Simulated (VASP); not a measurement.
Runs of VASP 6.6.1 on TaF3. The structure is that of space group Pm-3m (No. 221), or close to it. The cells are those of the table. 

```csv
cell,gap on the mesh (eV),pressure (GPa)
"a = 3.843, b = 3.843, c = 4.018 Å, 4 atoms",none,(a)
"a = 3.843, b = 3.843, c = 3.960 Å, 4 atoms",none,(b)
"a = 3.784, b = 3.784, c = 4.018 Å, 4 atoms",none,29.2
"a = 3.901, b = 3.901, c = 3.843 Å, 4 atoms",none,24.2
"a = 3.901, b = 3.901, c = 3.784 Å, 4 atoms",none,27.9
"a = 3.843, b = 3.843, c = 3.901 Å, 4 atoms",none,27.5
```

Alike in all rows: task single point; level PBEsol; potentials or basis VASP PAW PBE potentials, release 64 (Ta_pv, F); no spin polarisation; k mesh 12 × 12 × 12; cutoff (eV) 520; smearing gaussian 0.15 eV.

Fill in the values left out.

(a) 21.8; (b) 24.5.

Caveats: the PAW data sets were made with another functional, which shifts forces and pressure a little; spin-orbit coupling is left out, which moves the levels of the heavy elements.

A k mesh can miss the band edges, and the runs leave out spin-orbit coupling on Ta.

A gap of «none» marks levels without a gap at the run's occupations.
